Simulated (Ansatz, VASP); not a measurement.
One calculation of Hg, two programs

```
Hg
1.0
    -1.87674    1.87674    1.91684
     1.87674   -1.87674    1.91684
     1.87674    1.87674   -1.91684
Hg
1
Direct
  0.50000 0.50000 0.00000
```

Alike in both runs: task single point; functional LDA; k mesh 10 × 10 × 10; occupations gaussian, width 0.02 eV; no spin polarisation.

|  | VASP | Ansatz |
| --- | --- | --- |
| version | VASP 6.6.1 | Ansatz 0.2.0 |
| potentials or method | VASP PAW LDA potentials, release 64 (Hg), cutoff 520 eV | all-electron LAPW, scalar-relativistic |

Ansatz gave:

```
gap on the k mesh at the Fermi level (eV)                     : none
pressure (GPa)                                                : -4.2
traceless stress, the component that is largest in VASP (GPa) : 0.04
```

Q: Estimate VASP's values.

A: gap on the k mesh at the Fermi level (eV): none; pressure (GPa): -4.0; traceless stress, the component that is largest in VASP (GPa): 0.08.

LDA's correlation is that of Perdew and Zunger in VASP and of Perdew and Wang (1992) in Ansatz. A gap of «none» marks a metal or a gap that the smearing closes. Ansatz ran all-electron here, and VASP with PAW potentials.

Spin-orbit coupling is off throughout.
